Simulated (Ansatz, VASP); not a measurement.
## Te: VASP beside Ansatz

```
Te
1.0
     0.00000    3.38916    3.38916
     3.38916    0.00000    3.38916
     3.38916    3.38916    0.00000
Te
2
Direct
  0.12500 0.12500 0.12500
  0.87500 0.87500 0.87500
```

Alike in both runs: task relaxation of cell and atoms; functional RPBE; k mesh 8 × 8 × 8; occupations fermi-dirac, width 0.1 eV; no spin polarisation.

```csv
,VASP,Ansatz
version,VASP 6.6.1,Ansatz 0.2.0
potentials or method,"VASP PAW PBE potentials, release 64 (Te), cutoff 600 eV","plane waves (420 eV) with PAW, scalar-relativistic"
valence electrons in the cell,12,32
```

Ansatz gave:

```
relaxed volume (Å³/atom)                                        : 48.15
relaxed length of the cell vector where the two differ most in proportion (Å) : 5.145
```

Question: What did VASP give for the same quantities?

Answer: Relaxed volume (Å³/atom): 48.18; relaxed length of the cell vector where the two differ most in proportion (Å): 5.146.

VASP's potentials were made for PBE, not for RPBE. VASP's potentials hold 12 valence electrons a cell and Ansatz's 32, so a difference there can come from the potentials and not from the codes.

Neither program's run includes spin-orbit coupling. Noted on VASP's run: the volume moved by over 15 % at a fixed basis, so the end points are rough.
